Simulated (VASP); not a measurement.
A run of VASP 6.6.1:

The input INCAR:

```
SYSTEM = BaS
ALGO = Normal ; EDIFF = 1E-6
ENCUT = 520 ; GGA = RE
ISIF = 2 ; ISMEAR = -1
LASPH = .True. ; LCHARG = .False.
LREAL = .False. ; LWAVE = .False.
NBANDS = 15 ; NELM = 80
PREC = Accurate ; SIGMA = 0.05
```

File KPOINTS:

```
k-points
0
Gamma
  7 7 7
  0 0 0
```

POSCAR

```
BaS
1.0
    0.0000000000      3.2454699036      3.2454699036
    3.2454699036      0.0000000000      3.2454699036
    3.2454699036      3.2454699036      0.0000000000
Ba S
1 1
Direct
    0.0000000000      0.0000000000      0.0000000000
    0.5000000000      0.5000000000      0.5000000000
```

Potentials or basis: VASP PAW PBE potentials, release 64 (Ba_sv, S).

Launch:

```bash
$ cat potpaw_PBE.64/Ba_sv/POTCAR potpaw_PBE.64/S/POTCAR > POTCAR
$ mpirun -np 1 vasp_std > vasp.out
```

Hardware: 1 thread of Intel Xeon 8259CL, with other jobs on the host.

Question: Estimate the wall time of this run.

Answer: Wall time 24 s on 1 thread of Intel Xeon 8259CL (shared host), peak memory 0.21 GiB. Counts: scf iterations 13, k points 20.
